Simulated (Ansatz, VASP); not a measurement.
## One calculation of Sc, two programs

The input INCAR:

```
SYSTEM = Sc
PREC = Accurate ; ENCUT = 520
EDIFF = 1E-8 ; ISMEAR = -1
SIGMA = 0.03 ; LREAL = .FALSE.
LASPH = .TRUE. ; NELM = 80
ALGO = Normal ; ISIF = 2
LWAVE = .FALSE. ; LCHARG = .FALSE.
GGA = PS ; LEFG = .TRUE.
NBANDS = 12
```

KPOINTS

```
Automatic mesh
0
G
  12 12 12
  0 0 0
```

File POSCAR:

```
Sc
1.0
    0.0000000000      2.3003784264      2.3003784264
    2.3003784264      0.0000000000      2.3003784264
    2.3003784264      2.3003784264      0.0000000000
Sc
1
Direct
    0.0000000000      0.0000000000      0.0000000000
```

Input for Ansatz:

```yaml
crystal:
  lattice:
    - [0.0, 2.3003784264, 2.3003784264]
    - [2.3003784264, 0.0, 2.3003784264]
    - [2.3003784264, 2.3003784264, 0.0]
  atoms:
    - { symbol: Sc, position: [0.0, 0.0, 0.0] }
kpoints:
  mp_grid: { grid: [12, 12, 12] }
scf:
  occupations: { method: fermi_dirac, width: 0.03 }
hamiltonian:
  xc: pbesol
  pseudopotentials: { kind: all_electron, datasets: crystal }
output:
  forces: true
  stress: true
  eigenvalues: true
  efg: { contact_densities: true }
```

Change from the starting cell: volume scaled by 1.04, crystal datasets.

Alike in both runs: task electric field gradients; functional PBEsol; k mesh 12 × 12 × 12; occupations fermi-dirac, width 0.03 eV; no spin polarisation.

|  | VASP | Ansatz |
| --- | --- | --- |
| version | VASP 6.6.1 | Ansatz 0.2.0 |
| potentials or method | VASP PAW PBE potentials, release 64 (Sc_sv), cutoff 520 eV | all-electron PAW with datasets made for the crystal, scalar-relativistic |

|  | VASP | Ansatz | Ansatz less VASP |
| --- | --- | --- | --- |
| pressure (GPa) | -1.6 | -1.6 | 0.00 |

VASP's potentials were made for PBE, not for PBEsol. Ansatz ran all-electron here, and VASP with PAW potentials.
